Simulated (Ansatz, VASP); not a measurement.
**Two plane-wave programs on TiO2**

```
Ti O
1.0
     1.39875    0.80757    3.83783
    -1.39875    0.80757    3.83783
     0.00000   -1.61514    3.83783
Ti O
1 2
Cartesian
  0.0000 0.0000 0.0000
  0.0000 0.0000 6.9283
  0.0000 0.0000 4.5852
```

Alike in both runs: task single point; functional PBE; dispersion D3(BJ); k mesh 9 × 9 × 9; occupations gaussian, width 0.05 eV; no spin polarisation; Hubbard terms Ti d U = 4.0 eV.

```csv
,VASP,Ansatz
version,VASP 6.6.1,Ansatz 0.2.0
potentials or method,"VASP PAW PBE potentials, release 64 (Ti_sv, O), cutoff 520 eV","scalar-relativistic, plane waves, PAW"
valence electrons in the cell,24,24
```

```csv
,VASP,Ansatz,Ansatz less VASP
gap on the k mesh at the Fermi level (eV),3.29,3.25,-0.034
least direct gap on the mesh (eV),4.04,3.98,-0.058
rms of the force components (eV/Å),3.906,3.651,-0.2547
```

The programs project onto different local orbitals, so the same U acts differently, and such runs can settle in different states. Atom by atom the forces differ by 0.255 eV/Å (rms over components).
